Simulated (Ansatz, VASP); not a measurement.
Two plane-wave programs on InSb

```
In Sb
1.0
     0.00000    3.07351    3.08888
     3.07351    0.00000    3.08888
     3.07351    3.07351    0.00000
In Sb
1 1
Direct
  0.00000 0.00000 0.00000
  0.50000 0.50000 0.50000
```

Change from the starting cell: strain +0.0050 x Voigt [0, 0, 1, 0, 0, 0], atoms carried along.

Alike in both runs: task single point; functional LDA; k mesh 14 × 14 × 14; occupations gaussian, width 0.15 eV; no spin polarisation.

|  | VASP | Ansatz |
| --- | --- | --- |
| version | VASP 6.6.1 | Ansatz 0.2.0 |
| potentials or method | VASP PAW LDA potentials, release 64 (In_d, Sb), cutoff 520 eV | scalar-relativistic, plane waves, PAW |
| valence electrons in the cell | 18 | 28 |

```tsv
	VASP	Ansatz	Ansatz less VASP
gap on the k mesh at the Fermi level (eV)	none	none	-
pressure (GPa)	-4.3	-4.3	-0.05
traceless stress, the component that is largest in VASP (GPa)	-0.20	-0.20	+0.001
```

LDA's correlation is that of Perdew and Zunger in VASP and of Perdew and Wang (1992) in Ansatz. A gap of «none» marks a metal or a gap that the smearing closes. VASP's potentials hold 18 valence electrons a cell and Ansatz's 28, so a difference there can come from the potentials and not from the codes.

Neither program's run includes spin-orbit coupling.
